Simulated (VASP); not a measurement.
Write the native input for VASP 6.6.1 that does the following.

```yaml
Task: single point
Functional: PBE
Potentials_or_basis: VASP PAW PBE potentials, release 64 (Co, Ti_sv)
Cutoff: 520 eV
k_mesh: 9 × 9 × 9
Occupations: gaussian, width 0.017 eV
Spin: collinear spin, ferromagnetic start
Starting_moments: "[2.0, 1.0] μB"
Dipole_correction: no
Further_INCAR_settings: ALGO = Normal; EDIFF = 1e-06; NBANDS = 22
```

The structure of TiCo lies in POSCAR:

```
TiCo
1.0
    2.9861109900      0.0000000000      0.0000000000
    0.0000000000      2.9861109900      0.0000000000
    0.0000000000      0.0000000000      2.9861109900
Co Ti
1 1
Direct
    0.5000000000      0.5000000000      0.5000000000
    0.0000000000      0.0000000000      0.0000000000
```

The input as run:

INCAR

```
SYSTEM = TiCo
PREC = Accurate
ENCUT = 520
EDIFF = 1E-6
ISMEAR = 0
SIGMA = 0.017
LREAL = .False.
LASPH = .True.
NELM = 150
ALGO = Normal
ISIF = 2
LWAVE = .False.
LCHARG = .False.
ISPIN = 2
MAGMOM = 2 1
LORBIT = 11
LMAXMIX = 4
GGA = PE
NBANDS = 22
```

KPOINTS

```
Automatic mesh
0
Gamma
  9 9 9
  0 0 0
```

Potentials or basis: VASP PAW PBE potentials, release 64 (Co, Ti_sv).

Command:

```console
$ cat potpaw_PBE.64/Co/POTCAR potpaw_PBE.64/Ti_sv/POTCAR > POTCAR
$ mpirun -np 1 vasp_std > vasp.out
```

Results of the run:

* Pressure: -0.8 GPa
* Net moment: 0.84 μB per cell
* Site moments: Co +0.92; Ti -0.03 μB
* Valence electrons inside the program's atomic spheres: Co 8.29; Ti 10.29

Run time: 17 s on 1 thread of Intel(R) Xeon(R) 6975P-C (Granite Rapids) (shared host), peak memory 0.17 GiB.
